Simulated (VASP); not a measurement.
Runs of VASP 6.6.1 on Ti3Al. The structure is that of space group P-6m2 (No. 187), or close to it. The cells are those of the table. 

```tsv
cell	further INCAR settings	gap on the mesh (eV)	pressure (GPa)	largest force (eV/Å)
a = 2.990, b = 2.990, c = 8.866 Å, angles 90.0, 90.0, 120.0°, 4 atoms	ALGO = Fast; EDIFF = 1e-07; NBANDS = 28	none	0.5	0.08
a = 3.023, b = 3.023, c = 8.438 Å, angles 90.0, 90.0, 120.0°, 4 atoms	ALGO = Fast; EDIFF = 1e-07; NBANDS = 28	none	(c)	0.05
a = 2.805, b = 2.805, c = 10.604 Å, angles 90.0, 90.0, 120.0°, 4 atoms	ALGO = Fast; EDIFF = 1e-07; NBANDS = 28	none	(b)	0.38
a = 2.903, b = 2.903, c = 9.149 Å, angles 90.0, 90.0, 120.0°, 4 atoms	ALGO = Fast; EDIFF = 1e-06; NBANDS = 28	none	(a)	0.01
a = 3.078, b = 3.078, c = 8.589 Å, angles 90.0, 90.0, 120.0°, 4 atoms	ALGO = Fast; EDIFF = 1e-06; NBANDS = 28	none	-1.4	0.06
a = 2.788, b = 2.788, c = 9.919 Å, angles 90.0, 90.0, 120.0°, 4 atoms	ALGO = Fast; EDIFF = 1e-06; NBANDS = 28	none	2.6	0.35
a = 3.042, b = 3.042, c = 9.020 Å, angles 90.0, 90.0, 120.0°, 4 atoms	ALGO = Fast; EDIFF = 1e-06; NBANDS = 28	none	-4.7	0.09
a = 2.871, b = 2.871, c = 9.612 Å, angles 90.0, 90.0, 120.0°, 4 atoms	ALGO = Fast; EDIFF = 1e-07; NBANDS = 28	none	-0.4	0.15
```

Alike in all rows: task single point; level PBE; potentials or basis VASP PAW PBE potentials, release 64 (Ti_sv, Al); no spin polarisation; k mesh 18 × 18 × 6; cutoff (eV) 520; smearing gaussian 0.15 eV.

**Question.** Fill in the values left out.

**Answer.** (a) 2.9; (b) -4.6; (c) 4.5.

Caveats: the cell stands under tension (at least some runs); the cell stands under pressure (at least some runs).

A gap of «none» marks levels without a gap at the run's occupations.
